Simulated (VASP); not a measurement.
# Rh (P-3m1) in VASP: a series of runs

The runs below take Rh through single point, with PBEsol.

Program: VASP 6.6.1. These are calculated values, not measurements. Logs are shortened: lines on timing, memory, paths and dates and some standing lists are left out, and cuts for length are marked.

### 1 The cell of the first run

Symmetry: P-3m1, No. 164, trigonal system. Conventional cell: a = 2.673 Å, b = 2.673 Å, c = 14.094 Å, α = 90.00°, β = 90.00°, γ = 120.00°. Within 3.6 Å of Rh (site symmetry 3m) lie 12 Rh at 2.67 to 3.54 Å. Within 3.5 Å of Rh (site symmetry 3m) lie 12 Rh at 2.67 Å. Within 3.5 Å of Rh (site symmetry 3m) lie 12 Rh at 2.67 Å.

### 2 Single point, PBEsol (the distance across one plane changed)

INCAR

```
SYSTEM = Rh
ALGO = Fast ; EDIFF = 1E-7
ENCUT = 520 ; GGA = PS
ISIF = 2 ; ISMEAR = 0
LASPH = .TRUE. ; LCHARG = .FALSE.
LREAL = .FALSE. ; LWAVE = .FALSE.
NBANDS = 54 ; NELM = 100
PREC = Accurate ; SIGMA = 0.15
```

KPOINTS

```
k-points
0
G
  25 25 5
  0 0 0
```

POSCAR

```
Rh
1.0
    1.8899965795     -1.8899965795      0.0000000000
    1.8899965795      0.0000000000     -1.8899965795
    8.1373365872      8.1373365872      8.1373365872
Rh
6
Direct
    0.6666666667      0.6666666667      0.0774052853
    0.0000000000      0.0000000000      0.8516129798
    0.3333333333      0.3333333333      0.2322468242
    0.6666666667      0.6666666667      0.5419299020
    0.0000000000      0.0000000000      0.3870883631
    0.3333333333      0.3333333333      0.6967714409
```

Potentials or basis: VASP PAW PBE potentials, release 64 (Rh_pv).

Launch:

```sh
cat potpaw_PBE.64/Rh_pv/POTCAR > POTCAR
mpirun -np 1 vasp_std > vasp.out
```

OUTCAR:

```text
SYSTEM = Rh
   EDIFF = 1E-7
   ENCUT = 520
   GGA = PS
   ISIF = 2
   ISMEAR = 0
   LASPH = .TRUE.
   LREAL = .FALSE.
   NELM = 100
   PREC = Accurate

 ion  position               nearest neighbor table
   1  0.667  0.667  0.077-   3 2.67   3 2.67   3 2.67
   2  0.000  0.000  0.852-   6 2.67   6 2.67   6 2.67
   3  0.333  0.333  0.232-   1 2.67   1 2.67   5 2.67   5 2.67   5 2.67   1 2.67
   4  0.667  0.667  0.542-   6 2.67   6 2.67   5 2.67   5 2.67   5 2.67   6 2.67
   5  0.000  0.000  0.387-   3 2.67   4 2.67   4 2.67   4 2.67   3 2.67   3 2.67
   6  0.333  0.333  0.697-   2 2.67   4 2.67   4 2.67   2 2.67   2 2.67   4 2.67

  LATTYP: Found a hexagonal cell.
 ALAT       =     2.6728587956
 C/A-ratio  =     5.2731107347

  Lattice vectors:

 A1 = (  -1.8899965795,   0.0000000000,   1.8899965795)
 A2 = (   1.8899965795,  -1.8899965795,   0.0000000000)
 A3 = (   8.1373365872,   8.1373365872,   8.1373365872)

Analysis of symmetry for initial positions (statically):
=====================================================================
 Subroutine PRICEL returns:
 Original cell was already a primitive cell.

 Routine SETGRP: Setting up the symmetry group for a
 hexagonal supercell.

 Subroutine GETGRP returns: Found 12 space group operations
 (whereof  6 operations were pure point group operations)
 out of a pool of 24 trial point group operations.

The static configuration has the point symmetry C_3v.
 The point group associated with its full space group is D_3d.

Analysis of symmetry for dynamics (positions and initial velocities):
=====================================================================
 Subroutine PRICEL returns:
 Original cell was already a primitive cell.

 Routine SETGRP: Setting up the symmetry group for a
 hexagonal supercell.

 Subroutine GETGRP returns: Found 12 space group operations
 (whereof  6 operations were pure point group operations)
 out of a pool of 24 trial point group operations.

The dynamic configuration has the point symmetry C_3v.
 The point group associated with its full space group is D_3d.

 Subroutine INISYM returns: Found 12 space group operations
 (whereof  6 operations are pure point group operations),
 and found     1 'primitive' translations

----------------------------------------------------------------------------------------

                                     Primitive cell

  volume of cell :      87.2018

  direct lattice vectors                    reciprocal lattice vectors
     1.889996579 -1.889996579  0.000000000     0.176367162 -0.352734324  0.176367162
     1.889996579  0.000000000 -1.889996579     0.176367162  0.176367162 -0.352734324
     8.137336587  8.137336587  8.137336587     0.040963444  0.040963444  0.040963444

  length of vectors
     2.672858796  2.672858796 14.094280407     0.432009555  0.432009555  0.070950767

  position of ions in fractional coordinates (direct lattice)
     0.666666667  0.666666667  0.077405285
     0.000000000  0.000000000  0.851612980
     0.333333333  0.333333333  0.232246824
     0.666666667  0.666666667  0.541929902
     0.000000000  0.000000000  0.387088363
     0.333333333  0.333333333  0.696771441

  ion indices of the primitive-cell ions
   primitive index   ion index
                 1           1
                 2           2
                 3           3
                 4           4
                 5           5
                 6           6

----------------------------------------------------------------------------------------

 KPOINTS: k-points

Automatic generation of k-mesh.
 Grid dimensions read from file:
 generate k-points for:   25   25    5

 Generating k-lattice:

  Cartesian coordinates                     Fractional coordinates (reciprocal lattice)
     0.007054686 -0.014109373  0.007054686     0.040000000  0.000000000  0.000000000
     0.007054686  0.007054686 -0.014109373     0.000000000  0.040000000  0.000000000
     0.008192689  0.008192689  0.008192689     0.000000000  0.000000000  0.200000000

  Length of vectors
     0.017280382  0.017280382  0.014190153

  Shift w.r.t. Gamma in fractional coordinates (k-lattice)
     0.000000000  0.000000000  0.000000000

 Subroutine IBZKPT returns following result:
 ===========================================

 Found    299 irreducible k-points:

 Following reciprocal coordinates:
            Coordinates               Weight
  0.000000  0.000000  0.000000      1.000000
  0.040000  0.000000  0.000000      6.000000
  0.080000  0.000000  0.000000      6.000000
  0.120000  0.000000  0.000000      6.000000
  0.160000  0.000000  0.000000      6.000000
  0.200000  0.000000  0.000000      6.000000
[... 16 lines left out ...]
  0.440000  0.040000  0.000000     12.000000
  0.480000  0.040000  0.000000     12.000000
 [... further k-points ...]
   k-points           NKPTS =    299   k-points in BZ     NKDIM =    299   number of bands    NBANDS=     54
   number of dos      NEDOS =    301   number of ions     NIONS =      6
   total plane-waves  NPLWV =  43200
   dimension x,y,z NGX =    20 NGY =   20 NGZ =  108
   dimension x,y,z NGXF=    40 NGYF=   40 NGZF=  216
   ions per type =               6
   NGX,Y,Z   is equivalent  to a cutoff of  12.44, 12.44, 12.74 a.u.
   NGXF,Y,Z  is equivalent  to a cutoff of  24.88, 24.88, 25.48 a.u.
 SYSTEM =  Rh
   PREC   = accura    normal or accurate (medium, high low for compatibility)
   ISTART =      0    job   : 0-new  1-cont  2-samecut
   ICHARG =      2    charge: 1-file 2-atom 10-const
   ISPIN  =      1    spin polarized calculation?
   LNONCOLLINEAR =      F non collinear calculations
   LSORBIT =      F    spin-orbit coupling
   LASPH  =      T    aspherical Exc in radial PAW
   ENCUT  =  520.0 eV  38.22 Ry    6.18 a.u.   4.97  4.97 26.21*2*pi/ulx,y,z
   NELM   =    100;   NELMIN=  2; NELMDL= -5     # of ELM steps
   EDIFF  = 0.1E-06   stopping-criterion for ELM
   LREAL  =      F    real-space projection
   EDIFFG = 0.1E-05   stopping-criterion for IOM
   NSW    =      0    number of steps for IOM
   IBRION =     -1    ionic relax: 0-MD 1-quasi-New 2-CG
   NFREE  =      0    steps in history (QN), initial steepest desc. (CG)
   ISIF   =      2    stress and relaxation
   ISYM   =      2    0-nonsym 1-usesym 2-fastsym
   POTIM  = 0.5000    time-step for ionic-motion
   TEBEG  =    0.0;   TEEND  =   0.0 temperature during run
   PSTRESS=    0.0 pullay stress
   NELECT =      90.0000    total number of electrons
   NUPDOWN=      -1.0000    fix difference up-down
   EMIN   =  10.00;   EMAX   =-10.00  energy-range for DOS
   EFERMI =   0.00;   METHOD = LEGACY
   ISMEAR =     0;   SIGMA  =   0.15  broadening in eV -4-tet -1-fermi 0-gaus
   EFERMI_NEDOS =   21; number of points for ismear=-14 and -15
   IALGO  =     68    algorithm
   IMIX   =      4    mixing-type and parameters
     AMIX     =   0.40;   BMIX     =  1.00
     AMIX_MAG =   1.60;   BMIX_MAG =  1.00
  volume/ion in A,a.u.               =      14.53        98.08
  Fermi-wavevector in a.u.,A,eV,Ry     =   1.654425  3.126410 37.240817  2.737123
  Thomas-Fermi vector in A             =   2.742695
   LORBIT       =      0    0 simple, 1 ext, 2 COOP (PROOUT), +10 PAW based schemes
   GGA     = PS    functional components
   LHFCALC =     F    Hartree Fock is set to
   AEXX    =    0.0000 exact exchange contribution
   IVDW    =     0    specifies the selected vdW correction
   LEPSILON=     F    determine dielectric tensor
   LRPA    =     F    only Hartree local field effects (RPA)
 non-spin polarized calculation
 RMM-DIIS sequential band-by-band and
 Gauss-broadening in eV      SIGMA  =   0.15
  energy-cutoff  :      520.00
  volume of cell :       87.20
 maximum number of plane-waves:      2392
   NGX =  9   NGY =  9   NGZ = 53

 number of electron      90.0000003 magnetization

 Free energy of the ion-electron system (eV)
  ---------------------------------------------------
  ext. energy  EPLUGINS =         0.00000000
  ---------------------------------------------------
  free energy    TOTEN  =       -47.71237991 eV

  energy without entropy =      -47.61526514  energy(sigma->0) =      -47.66382253

 E-fermi :  10.8132     XC(G=0): -13.7799

 val. band max:       10.8124607511   @ k =  -0.4400   0.2000   0.2000
 cond. band min:      10.8133489165   @ k =   0.1600   0.2800   0.2000
 fundamental gap:      0.0008881654
 Fermi energy:        10.8132371351

 k-point     1 :       0.0000    0.0000    0.0000
  band No.  band energies     occupation
      1     -36.2991      2.00000
      2     -36.1565      2.00000
      3     -35.9222      2.00000
      4     -35.6767      2.00000
      5     -35.6702      2.00000
      6     -35.6702      2.00000
[... 46 lines left out ...]
     53      11.3441      0.00000
     54      11.3441      0.00000

 k-point     2 :       0.0400    0.0000    0.0000
  band No.  band energies     occupation
      1     -36.2956      2.00000
      2     -36.1546      2.00000
      3     -35.9230      2.00000
      4     -35.6897      2.00000
      5     -35.6730      2.00000
      6     -35.6728      2.00000
[... 46 lines left out ...]
     53      11.3434      0.00000
     54      12.0330      0.00000

 k-point     3 :       0.0800    0.0000    0.0000
  band No.  band energies     occupation
      1     -36.2855      2.00000
      2     -36.1493      2.00000
      3     -35.9257      2.00000
      4     -35.7204      2.00000
      5     -35.6983      2.00000
      6     -35.6811      2.00000
[... 46 lines left out ...]
     53      11.3596      0.00000
     54      12.8404      0.00000
[... 1084 lines left out ...]
 k-point    23 :       0.4400    0.0400    0.0000
  band No.  band energies     occupation
      1     -36.2874      2.00000
      2     -36.2580      2.00000
      3     -36.2256      2.00000
      4     -36.1953      2.00000
      5     -36.0134      2.00000
      6     -35.9592      2.00000
[... 46 lines left out ...]
     53      15.2236      0.00000
     54      17.4012      0.00000

 k-point    24 :       0.4800    0.0400    0.0000
  band No.  band energies     occupation
      1     -36.3130      2.00000
      2     -36.2811      2.00000
      3     -36.2448      2.00000
      4     -36.2225      2.00000
      5     -36.0046      2.00000
      6     -35.9680      2.00000
[... 46 lines left out ...]
     53      15.0969      0.00000
     54      16.4067      0.00000

 [... further k-points ...]
[... 5 lines left out ...]
  --------------------------------------------------------------------------------------
  -------------------------------------------------------------------------------------
  Total       -3.3000446     -3.3000446     -3.3000446     -1.0284722     -1.0284722     -1.0284722
  in kB      -60.6324081    -60.6324081    -60.6324081    -18.8963341    -18.8963341    -18.8963341
  external PRESSURE =     -60.6324081 kB  Pullay stress =       0.0000000 kB

 VOLUME and BASIS-vectors are now :
 -----------------------------------------------------------------------------
  energy-cutoff  :      520.00
  volume of cell :       87.20
      direct lattice vectors                 reciprocal lattice vectors
     1.889996579 -1.889996579  0.000000000     0.176367162 -0.352734324  0.176367162
     1.889996579  0.000000000 -1.889996579     0.176367162  0.176367162 -0.352734324
     8.137336587  8.137336587  8.137336587     0.040963444  0.040963444  0.040963444

 POSITION                                       TOTAL-FORCE (eV/Angst)
 -----------------------------------------------------------------------------------
      3.14987     -0.63012     -0.63012        -0.343675     -0.343675     -0.343675
      6.92986      6.92986      6.92986         0.343675      0.343675      0.343675
      3.14987      1.25987      1.25987        -0.213296     -0.213296     -0.213296
      6.92986      3.14987      3.14987         0.070359      0.070359      0.070359
      3.14987      3.14987      3.14987        -0.070359     -0.070359     -0.070359
      6.92986      5.03986      5.03986         0.213296      0.213296      0.213296
 -----------------------------------------------------------------------------------
    total drift:                                0.000012      0.000012      0.000012

  FREE ENERGIE OF THE ION-ELECTRON SYSTEM (eV)
  ---------------------------------------------------
  free  energy   TOTEN  =       -47.7123799101 eV

  energy  without entropy=      -47.6152651412  energy(sigma->0) =      -47.66382253
```

Run time: 35 min. Hardware: 1 thread of Oxide Virtual Turin-like, shared host; peak memory 0.86 GiB.

Results:

```yaml
Free_energy: -47.7124 eV
Pressure: -6.1 GPa
Largest_force: 0.595 eV/Å
Band_gap_on_the_k_mesh: zero (bands 45 and 46 overlap by 1.79 eV)
```

Forces in eV/Å, atoms in the order of the input:
```
Rh  -0.344 -0.344 -0.344
Rh   0.344  0.344  0.344
Rh  -0.213 -0.213 -0.213
Rh   0.070  0.070  0.070
Rh  -0.070 -0.070 -0.070
Rh   0.213  0.213  0.213
```

Caveat: the cell differs from its parent crystal (the distance across one plane changed); the cell stands under tension; the PAW data sets were made with another functional, which shifts forces and pressure a little.

(Continued in part 2 of 2.)
